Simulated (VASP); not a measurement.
# CuGe (Fd-3m) in VASP: notebook

The runs below take CuGe through single point, relaxation of cell and atoms, with PBE.

All numbers are computed with VASP 6.6.1; they aren't measurements. Logs are shortened: lines on timing, memory, paths and dates and some standing lists are left out, and cuts for length are marked.

## 1. The cell of the first run

It takes space group Fd-3m (No. 227, cubic). Conventional cell: a = 6.280 Å, b = 6.280 Å, c = 6.280 Å, α = 90.00°, β = 90.00°, γ = 90.00°. Within 3.6 Å of Cu (site symmetry -43m) lie 4 Cu at 2.72 Å and 10 Ge at 2.72 to 3.14 Å. Within 3.6 Å of Ge (site symmetry -43m) lie 10 Cu at 2.72 to 3.14 Å and 4 Ge at 2.72 Å.

## 2. Single point, PBE

File INCAR:

```
  ALGO = Normal
  EDIFF = 1E-6
  ENCUT = 520
  GGA = PE
  ISIF = 2
  ISMEAR = 0
  LASPH = True
  LCHARG = False
  LREAL = False
  LWAVE = False
  NBANDS = 33
  NELM = 100
  PREC = Accurate
  SIGMA = 0.1
```

File KPOINTS:

```
k-points
0
Gamma
  12 12 12
```

File POSCAR:

```
CuGe
1.0
    0.0000000000      3.1400677921      3.1400677921
    3.1400677921      0.0000000000      3.1400677921
    3.1400677921      3.1400677921      0.0000000000
Cu Ge
2 2
Direct
    0.0000000000      0.0000000000      0.0000000000
    0.2500000000      0.2500000000      0.2500000000
    0.5000000000      0.5000000000      0.5000000000
    0.7500000000      0.7500000000      0.7500000000
```

Potentials or basis: VASP PAW PBE potentials, release 64 (Cu, Ge_d).

Run with:

```sh
$ cat potpaw_PBE.64/Cu/POTCAR potpaw_PBE.64/Ge_d/POTCAR > POTCAR
$ mpirun -np 1 vasp_std > vasp.out
```

OUTCAR:

```text
EDIFF = 1E-6
   ENCUT = 520
   GGA = PE
   ISIF = 2
   ISMEAR = 0
   LASPH = True
   LREAL = False
   NELM = 100
   PREC = Accurate

 ion  position               nearest neighbor table
   1  0.000  0.000  0.000-   4 2.72   4 2.72   4 2.72   2 2.72   4 2.72   2 2.72   2 2.72   2 2.72

   2  0.250  0.250  0.250-   1 2.72   1 2.72   1 2.72   1 2.72   3 2.72   3 2.72   3 2.72   3 2.72

   3  0.500  0.500  0.500-   2 2.72   2 2.72   2 2.72   2 2.72   4 2.72   4 2.72   4 2.72   4 2.72

   4  0.750  0.750  0.750-   3 2.72   3 2.72   3 2.72   1 2.72   3 2.72   1 2.72   1 2.72   1 2.72

  LATTYP: Found a face centered cubic cell.
 ALAT       =     6.2801355842

  Lattice vectors:

 A1 = (   0.0000000000,   3.1400677921,   3.1400677921)
 A2 = (   3.1400677921,   0.0000000000,   3.1400677921)
 A3 = (   3.1400677921,   3.1400677921,   0.0000000000)

Analysis of symmetry for initial positions (statically):
=====================================================================
 Subroutine PRICEL returns:
 Original cell was already a primitive cell.

 Routine SETGRP: Setting up the symmetry group for a
 face centered cubic supercell.

 Subroutine GETGRP returns: Found 48 space group operations
 (whereof 24 operations were pure point group operations)
 out of a pool of 48 trial point group operations.

The static configuration has the point symmetry T_d .
 The point group associated with its full space group is O_h .

Analysis of symmetry for dynamics (positions and initial velocities):
=====================================================================
 Subroutine PRICEL returns:
 Original cell was already a primitive cell.

 Routine SETGRP: Setting up the symmetry group for a
 face centered cubic supercell.

 Subroutine GETGRP returns: Found 48 space group operations
 (whereof 24 operations were pure point group operations)
 out of a pool of 48 trial point group operations.

The dynamic configuration has the point symmetry T_d .
 The point group associated with its full space group is O_h .

 Subroutine INISYM returns: Found 48 space group operations
 (whereof 24 operations are pure point group operations),
 and found     1 'primitive' translations

----------------------------------------------------------------------------------------

                                     Primitive cell

  volume of cell :      61.9223

  direct lattice vectors                    reciprocal lattice vectors
     0.000000000  3.140067792  3.140067792    -0.159232231  0.159232231  0.159232231
     3.140067792  0.000000000  3.140067792     0.159232231 -0.159232231  0.159232231
     3.140067792  3.140067792  0.000000000     0.159232231  0.159232231 -0.159232231

  length of vectors
     4.440726458  4.440726458  4.440726458     0.275798314  0.275798314  0.275798314

  position of ions in fractional coordinates (direct lattice)
     0.000000000  0.000000000  0.000000000
     0.250000000  0.250000000  0.250000000
     0.500000000  0.500000000  0.500000000
     0.750000000  0.750000000  0.750000000

  ion indices of the primitive-cell ions
   primitive index   ion index
                 1           1
                 2           2
                 3           3
                 4           4

----------------------------------------------------------------------------------------

 KPOINTS: k-points

Automatic generation of k-mesh.
 Grid dimensions read from file:
 generate k-points for:   12   12   12

 Generating k-lattice:

  Cartesian coordinates                     Fractional coordinates (reciprocal lattice)
    -0.013269353  0.013269353  0.013269353     0.083333333  0.000000000  0.000000000
     0.013269353 -0.013269353  0.013269353     0.000000000  0.083333333  0.000000000
     0.013269353  0.013269353 -0.013269353     0.000000000  0.000000000  0.083333333

  Length of vectors
     0.022983193  0.022983193  0.022983193

  Shift w.r.t. Gamma in fractional coordinates (k-lattice)
     0.000000000  0.000000000  0.000000000

 Subroutine IBZKPT returns following result:
 ===========================================

 Found     72 irreducible k-points:

 Following reciprocal coordinates:
            Coordinates               Weight
  0.000000  0.000000  0.000000      1.000000
  0.083333  0.000000  0.000000      8.000000
  0.166667  0.000000  0.000000      8.000000
  0.250000  0.000000  0.000000      8.000000
  0.333333  0.000000  0.000000      8.000000
  0.416667  0.000000  0.000000      8.000000
[... 16 lines left out ...]
  0.500000  0.166667  0.000000     24.000000
 -0.416667  0.166667  0.000000     24.000000
 [... further k-points ...]
   k-points           NKPTS =     72   k-points in BZ     NKDIM =     72   number of bands    NBANDS=     33
   number of dos      NEDOS =    301   number of ions     NIONS =      4
   total plane-waves  NPLWV =  46656
   dimension x,y,z NGX =    36 NGY =   36 NGZ =   36
   dimension x,y,z NGXF=    72 NGYF=   72 NGZF=   72
   ions per type =               2   2
   NGX,Y,Z   is equivalent  to a cutoff of  13.48, 13.48, 13.48 a.u.
   NGXF,Y,Z  is equivalent  to a cutoff of  26.95, 26.95, 26.95 a.u.
 SYSTEM =  unknown system
   PREC   = accura    normal or accurate (medium, high low for compatibility)
   ISTART =      0    job   : 0-new  1-cont  2-samecut
   ICHARG =      2    charge: 1-file 2-atom 10-const
   ISPIN  =      1    spin polarized calculation?
   LNONCOLLINEAR =      F non collinear calculations
   LSORBIT =      F    spin-orbit coupling
   LASPH  =      T    aspherical Exc in radial PAW
   ENCUT  =  520.0 eV  38.22 Ry    6.18 a.u.   8.26  8.26  8.26*2*pi/ulx,y,z
   NELM   =    100;   NELMIN=  2; NELMDL= -5     # of ELM steps
   EDIFF  = 0.1E-05   stopping-criterion for ELM
   LREAL  =      F    real-space projection
   EDIFFG = 0.1E-04   stopping-criterion for IOM
   NSW    =      0    number of steps for IOM
   IBRION =     -1    ionic relax: 0-MD 1-quasi-New 2-CG
   NFREE  =      0    steps in history (QN), initial steepest desc. (CG)
   ISIF   =      2    stress and relaxation
   ISYM   =      2    0-nonsym 1-usesym 2-fastsym
   POTIM  = 0.5000    time-step for ionic-motion
   TEBEG  =    0.0;   TEEND  =   0.0 temperature during run
   PSTRESS=    0.0 pullay stress
   NELECT =      50.0000    total number of electrons
   NUPDOWN=      -1.0000    fix difference up-down
   EMIN   =  10.00;   EMAX   =-10.00  energy-range for DOS
   EFERMI =   0.00;   METHOD = LEGACY
   ISMEAR =     0;   SIGMA  =   0.10  broadening in eV -4-tet -1-fermi 0-gaus
   EFERMI_NEDOS =   21; number of points for ismear=-14 and -15
   IALGO  =     38    algorithm
   IMIX   =      4    mixing-type and parameters
     AMIX     =   0.40;   BMIX     =  1.00
     AMIX_MAG =   1.60;   BMIX_MAG =  1.00
  volume/ion in A,a.u.               =      15.48       104.47
  Fermi-wavevector in a.u.,A,eV,Ry     =   1.524459  2.880810 31.619612  2.323976
  Thomas-Fermi vector in A             =   2.632763
   LORBIT       =      0    0 simple, 1 ext, 2 COOP (PROOUT), +10 PAW based schemes
   GGA     = PE    functional components
   LHFCALC =     F    Hartree Fock is set to
   AEXX    =    0.0000 exact exchange contribution
   IVDW    =     0    specifies the selected vdW correction
   LEPSILON=     F    determine dielectric tensor
   LRPA    =     F    only Hartree local field effects (RPA)
 non-spin polarized calculation
 Gauss-broadening in eV      SIGMA  =   0.10
  energy-cutoff  :      520.00
  volume of cell :       61.92
 maximum number of plane-waves:      1700
 NGX is ok and might be reduce to    36
   NGX = 17   NGY = 17   NGZ = 17

 number of electron      49.9999953 magnetization

 Free energy of the ion-electron system (eV)
  ---------------------------------------------------
  ext. energy  EPLUGINS =         0.00000000
  ---------------------------------------------------
  free energy    TOTEN  =       -15.26931734 eV

  energy without entropy =      -15.25851262  energy(sigma->0) =      -15.26391498

 E-fermi :   7.1892     XC(G=0): -11.8067

 val. band max:        7.1772210447   @ k =  -0.4167   0.4167   0.0000
 cond. band min:       7.1896448238   @ k =  -0.4167   0.3333   0.1667
 fundamental gap:      0.0124237791
 Fermi energy:         7.1891548126

 k-point     1 :       0.0000    0.0000    0.0000
  band No.  band energies     occupation
      1     -17.5975      2.00000
      2     -17.5975      2.00000
      3     -17.5975      2.00000
      4     -17.5755      2.00000
      5     -17.5755      2.00000
      6     -17.4886      2.00000
[... 25 lines left out ...]
     32      11.5935      0.00000
     33      14.8005      0.00000

 k-point     2 :       0.0833    0.0000    0.0000
  band No.  band energies     occupation
      1     -17.5990      2.00000
      2     -17.5990      2.00000
      3     -17.5970      2.00000
      4     -17.5733      2.00000
      5     -17.5733      2.00000
      6     -17.4906      2.00000
[... 25 lines left out ...]
     32      11.5932      0.00000
     33      15.2292      0.00000

 k-point     3 :       0.1667    0.0000    0.0000
  band No.  band energies     occupation
      1     -17.6022      2.00000
      2     -17.6022      2.00000
      3     -17.5956      2.00000
      4     -17.5685      2.00000
      5     -17.5685      2.00000
      6     -17.4943      2.00000
[... 25 lines left out ...]
     32      12.1197      0.00000
     33      16.2706      0.00000

 k-point     4 :       0.2500    0.0000    0.0000
  band No.  band energies     occupation
      1     -17.6052      2.00000
      2     -17.6052      2.00000
      3     -17.5937      2.00000
      4     -17.5636      2.00000
      5     -17.5636      2.00000
      6     -17.4974      2.00000
[... 25 lines left out ...]
     32      13.4886      0.00000
     33      17.6429      0.00000

 k-point     5 :       0.3333    0.0000    0.0000
  band No.  band energies     occupation
      1     -17.6073      2.00000
      2     -17.6073      2.00000
      3     -17.5917      2.00000
      4     -17.5600      2.00000
      5     -17.5600      2.00000
      6     -17.4994      2.00000
[... 604 lines left out ...]
 k-point    22 :       0.4167    0.1667    0.0000
  band No.  band energies     occupation
      1     -17.6140      2.00000
      2     -17.6089      2.00000
      3     -17.5859      2.00000
      4     -17.5555      2.00000
      5     -17.5476      2.00000
      6     -17.5205      2.00000
[... 25 lines left out ...]
     32      14.6749      0.00000
     33      16.2444      0.00000

 k-point    23 :       0.5000    0.1667    0.0000
  band No.  band energies     occupation
      1     -17.6160      2.00000
      2     -17.6104      2.00000
      3     -17.5812      2.00000
      4     -17.5518      2.00000
      5     -17.5489      2.00000
      6     -17.5176      2.00000
[... 25 lines left out ...]
     32      14.3878      0.00000
     33      15.9538      0.00000

 k-point    24 :      -0.4167    0.1667    0.0000
  band No.  band energies     occupation
      1     -17.6163      2.00000
      2     -17.6112      2.00000
      3     -17.5791      2.00000
      4     -17.5525      2.00000
      5     -17.5491      2.00000
      6     -17.5121      2.00000
[... 25 lines left out ...]
     32      15.4747      0.00000
     33      17.2531      0.00000

 [... further k-points ...]
[... 5 lines left out ...]
  --------------------------------------------------------------------------------------
  -------------------------------------------------------------------------------------
  Total        0.0429771      0.0429771      0.0429771     -0.0000000     -0.0000000     -0.0000000
  in kB        1.1119899      1.1119899      1.1119899     -0.0000000     -0.0000000     -0.0000000
  external PRESSURE =       1.1119899 kB  Pullay stress =       0.0000000 kB

 VOLUME and BASIS-vectors are now :
 -----------------------------------------------------------------------------
  energy-cutoff  :      520.00
  volume of cell :       61.92
      direct lattice vectors                 reciprocal lattice vectors
     0.000000000  3.140067792  3.140067792    -0.159232231  0.159232231  0.159232231
     3.140067792  0.000000000  3.140067792     0.159232231 -0.159232231  0.159232231
     3.140067792  3.140067792  0.000000000     0.159232231  0.159232231 -0.159232231

 POSITION                                       TOTAL-FORCE (eV/Angst)
 -----------------------------------------------------------------------------------
      0.00000      0.00000      0.00000        -0.000000     -0.000000      0.000000
      1.57003      1.57003      1.57003        -0.000000      0.000000     -0.000000
      3.14007      3.14007      3.14007        -0.000000     -0.000000     -0.000000
      4.71010      4.71010      4.71010         0.000000      0.000000      0.000000
 -----------------------------------------------------------------------------------
    total drift:                                0.000000      0.000000      0.000000

  FREE ENERGIE OF THE ION-ELECTRON SYSTEM (eV)
  ---------------------------------------------------
  free  energy   TOTEN  =       -15.2693173375 eV

  energy  without entropy=      -15.2585126172  energy(sigma->0) =      -15.26391498
```

Run time: 3.2 min. Hardware: 1 thread of Intel Xeon Platinum 8488C (Sapphire Rapids), shared host; peak memory 0.28 GiB.

What came out:

| Item | Value |
| --- | --- |
| Free energy | -15.2693 eV |
| Pressure | 0.1 GPa |
| Band gap on the k mesh | zero (band 25 reaches 8.27 eV, above the bottom of band 26 at 5.95 eV) |

Levels at points of the mesh, in eV from the Fermi level:
| k point | band 21 | band 22 | band 23 | band 24 | band 25 | band 26 | band 27 | band 28 | band 29 | band 30 |
| --- | --- | --- | --- | --- | --- | --- | --- | --- | --- | --- |
| (0.00, 0.00, 0.00) | -2.38 | -2.38 | -0.21 | -0.21 | -0.21 | 0.38 | 1.24 | 1.24 | 1.24 | 4.40 |
| (0.50, 0.00, 0.00) | -2.54 | -2.54 | -2.20 | -0.48 | -0.48 | 0.55 | 0.55 | 2.29 | 5.61 | 5.87 |
| (0.50, 0.50, 0.00) | -2.55 | -2.55 | -2.52 | -2.52 | -1.24 | -1.24 | 5.99 | 5.99 | 6.81 | 6.81 |

(Continued in part 2 of 2.)
